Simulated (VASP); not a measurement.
Here is a VASP 6.6.1 calculation.

The input INCAR:

```
PREC = Accurate ; ENCUT = 520
EDIFF = 1E-6 ; ISMEAR = 0
SIGMA = 0.15 ; LREAL = F
LASPH = T ; NELM = 80
ALGO = Normal ; ISIF = 2
LWAVE = F ; LCHARG = F
GGA = PE ; NBANDS = 16
```

The input KPOINTS:

```
Automatic mesh
0
Gamma
  16 16 16
```

POSCAR

```
InP
1.0
    0.0000000000      2.5436438865      3.5967124555
    2.5436438865      0.0000000000      3.5967124555
    2.5436438865      2.5436438865      0.0000000000
In P
1 1
Direct
    0.0000000000      0.0000000000      0.0000000000
    0.5000000000      0.5000000000      0.5000000000
```

Potentials or basis: VASP PAW PBE potentials, release 64 (In_d, P).

The run is started by

```bash
$ cat potpaw_PBE.64/In_d/POTCAR potpaw_PBE.64/P/POTCAR > POTCAR
$ mpirun -np 1 vasp_std > vasp.out
```

Task: Estimate the pressure.

Result: 6.1 GPa.

Task: Predict the band gap on the k mesh.

Result: Zero (band 9 reaches 6.91 eV, above the bottom of band 10 at 4.87 eV).

Stress tensor (GPa, compression positive):
```
11.53  0.00  0.00
 0.00 11.53  0.00
 0.00  0.00 -4.70
```

Caveat: spin-orbit coupling is left out, which moves the levels of the heavy elements.
